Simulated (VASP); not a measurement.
MoS, 4 atoms in the cell. Symmetry: P6_3/mmc, No. 194, hexagonal system. The conventional cell has a = 3.816 Å, b = 3.816 Å, c = 6.645 Å, α = 90.00°, β = 90.00°, γ = 120.00°. Mo (site symmetry -3m) has 6 S at 2.76 Å and 2 Mo at 3.32 Å within 3.6 Å. S (site symmetry -6m2) has 6 Mo at 2.76 Å within 3.6 Å. 

```yaml
Program: VASP 6.6.1
Task: relaxation of cell and atoms
Functional: PBE
Potentials_or_basis: VASP PAW PBE potentials, release 64 (Mo_sv, S)
Cutoff: 600 eV
k_mesh: 12 × 12 × 6
Occupations: gaussian, width 0.1 eV
Spin: no spin polarisation
Hubbard_terms: Mo d U = 4.38 eV
Dipole_correction: no
Further_INCAR_settings: ALGO = Fast; EDIFF = 1e-07; IBRION = 2; EDIFFG = -0.01; NSW = 80; ISIF = 3
```

Potentials or basis: VASP PAW PBE potentials, release 64 (Mo_sv, S).

Launch:

```console
$ cat potpaw_PBE.64/Mo_sv/POTCAR potpaw_PBE.64/S/POTCAR > POTCAR
$ mpirun -np 1 vasp_std > vasp.out
```

Hardware: 1 thread of Oxide Virtual Turin-like Processor, on a shared host.

Question: Estimate the wall time of this run.

Answer: Run time: 36 min on 1 thread of Oxide Virtual Turin-like Processor (shared host), peak memory 0.3 GiB. Counts: scf iterations 156, k points 76, ion steps 8.
